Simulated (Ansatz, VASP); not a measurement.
SrTa2O2: VASP beside Ansatz

```xyz
10
Lattice="5.0038 0.0000 0.0000 1.8105 5.7787 0.0000 0.4101 0.4330 7.8933" Properties=species:S:1:pos:R:3 pbc="T T T"
Sr    0.1181    0.3386    0.0806
Sr    3.0036    3.1602    3.9818
Ta    4.3045    5.8873    2.5143
Ta    5.1258    5.3770    5.6014
Ta    4.2906    3.7697    0.0728
Ta    0.5976    0.7133    4.2655
O     4.6295    3.9731    2.4745
O     1.7616    0.7006    5.9881
O     5.5413    4.3400    1.2127
O     1.3355    2.3661    5.3815
```

Change from the starting cell: the structure that the rattled cell fell into.

Alike in both runs: task single point; functional PBE; k mesh 4 × 4 × 2; occupations gaussian, width 0.1 eV; no spin polarisation.

|  | VASP | Ansatz |
| --- | --- | --- |
| version | VASP 6.6.1 | Ansatz 0.2.0 |
| potentials or method | VASP PAW PBE potentials, release 64 (Sr_sv, Ta_pv, O), cutoff 600 eV | scalar-relativistic, plane waves, PAW |
| valence electrons in the cell | 88 | 96 |

VASP gave:

* gap on the k mesh at the Fermi level (eV): none
* pressure (GPa): 3.2
* traceless stress, the component that is largest in VASP (GPa): -3.26
* rms of the force components (eV/Å): 2.173

**Question.** Which values does Ansatz return?

**Answer.** gap on the k mesh at the Fermi level (eV): none; pressure (GPa): 2.9; traceless stress, the component that is largest in VASP (GPa): -3.27; rms of the force components (eV/Å): 2.171.

Atom by atom the forces differ by 0.079 eV/Å (rms over components). A gap of «none» marks a metal or a gap that the smearing closes. The functional is the same, so the differences come from potentials, cutoffs and numerics. VASP's potentials hold 88 valence electrons a cell and Ansatz's 96, so a difference there can come from the potentials and not from the codes.

The k mesh is coarse, so the values compare programs but aren't converged. Spin-orbit coupling is off throughout.
